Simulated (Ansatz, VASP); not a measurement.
Given: the input of a run of VASP 6.6.1 on MoS2.

Contents of INCAR:

```
ALGO = Normal
EDIFF = 1E-6
ENCUT = 500
GGA = PE
GGA_COMPAT = F
ISIF = 2
ISMEAR = 0
LASPH = T
LCHARG = F
LREAL = F
LWAVE = F
NBANDS = 20
NELM = 120
PREC = Accurate
SIGMA = 0.1
```

File KPOINTS:

```
k-points
0
Gamma
  9 9 4
```

File POSCAR:

```
MoS2
1.0
    3.2274645616      0.0000000000      0.0000000000
   -1.6137322808      2.7950663001      0.0000000000
    0.0000000000      0.0000000000      6.3124734200
Mo S
1 2
Direct
    0.0000000000      0.0000000000      0.5000000000
    0.6666666667      0.3333333333      0.7446806800
    0.3333333333      0.6666666667      0.2553193200
```

Potentials or basis: VASP PAW PBE potentials, release 64 (Mo_sv, S).

Run with:

```console
$ cat potpaw_PBE.64/Mo_sv/POTCAR potpaw_PBE.64/S/POTCAR > POTCAR
$ mpirun -np 1 vasp_std > vasp.out
```

**Question.** Translate it to Ansatz 0.2.0. Potentials there: Ansatz PAW.

**Answer.** As run (the cutoff follows the program's own potentials):

Contents of input.yaml:

```yaml
crystal:
  lattice:
    - [3.2274645616, 0.0, 0.0]
    - [-1.6137322808, 2.7950663001, 0.0]
    - [0.0, 0.0, 6.31247342]
  atoms:
    - { symbol: Mo, position: [0.0, 0.0, 0.5] }
    - { symbol: S, position: [0.6666666667, 0.3333333333, 0.74468068] }
    - { symbol: S, position: [0.3333333333, 0.6666666667, 0.25531932] }
hamiltonian:
  xc: pbe
  pseudopotentials: { kind: paw }
kpoints:
  mp_grid: { grid: [9, 9, 4] }
scf:
  occupations: { method: gaussian, width: 0.1 }
output:
  forces: true
  stress: true
  eigenvalues: true
```

Potentials or basis: Ansatz PAW.

The run is started by

```console
$ ansatz run input.yaml --threads 2 --pin off --max-ram 5632MiB --backend cpu --events-out ev --progress --plain --runs-dir out
```

Both were run:

|  | VASP | Ansatz | Ansatz less VASP |
| --- | --- | --- | --- |
| gap on the k mesh at the Fermi level (eV) | none | none | - |
| pressure (GPa) | 1.0 | 1.1 | +0.10 |
| traceless stress, the component that is largest in VASP (GPa) | 1.95 | 1.94 | -0.008 |
| rms of the force components (eV/Å) | 0.130 | 0.134 | +0.0037 |

Atom by atom the forces differ by 0.004 eV/Å (rms over components). A gap of «none» marks a metal or a gap that the smearing closes. With one functional, cell and mesh, what is left measures potentials, basis and numerics.
